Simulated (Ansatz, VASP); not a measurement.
# One calculation of Al2Au, two programs

```
CELL_PARAMETERS angstrom
0.00657 2.99643 2.96441
2.99914 0.01364 2.95735
3.03962 3.02985 -0.02684
ATOMIC_POSITIONS crystal
Al 0.30088 0.25292 0.18545
Al 0.76806 0.72661 0.74368
Au 0.99714 0.97272 0.01730
```

Alike in both runs: task single point; functional r2SCAN; dispersion D3(BJ); k mesh 5 × 5 × 5; occupations fermi-dirac, width 0.02 eV; no spin polarisation.

|  | VASP | Ansatz |
| --- | --- | --- |
| version | VASP 6.6.1 | Ansatz 0.2.0 |
| potentials or method | VASP PAW PBE potentials, release 64 (Al, Au), cutoff 550 eV | plane waves, PAW |
| valence electrons in the cell | 17 | 25 |

```csv
,VASP,Ansatz,Ansatz less VASP
pressure (GPa),1.4,1.7,+0.31
"traceless stress, the component that is largest in VASP (GPa)",-4.74,-4.75,-0.017
rms of the force components (eV/Å),0.691,0.693,+0.0013
```

VASP's potentials were made for PBE, not for r2SCAN. Atom by atom the forces differ by 0.002 eV/Å (rms over components). VASP's potentials hold 17 valence electrons a cell and Ansatz's 25, so a difference there can come from the potentials and not from the codes. Ansatz's warnings: dispersion damping borrowed, stress scf threshold loose.

The k mesh is coarse, so the values compare programs but aren't converged. Spin-orbit coupling is off throughout.
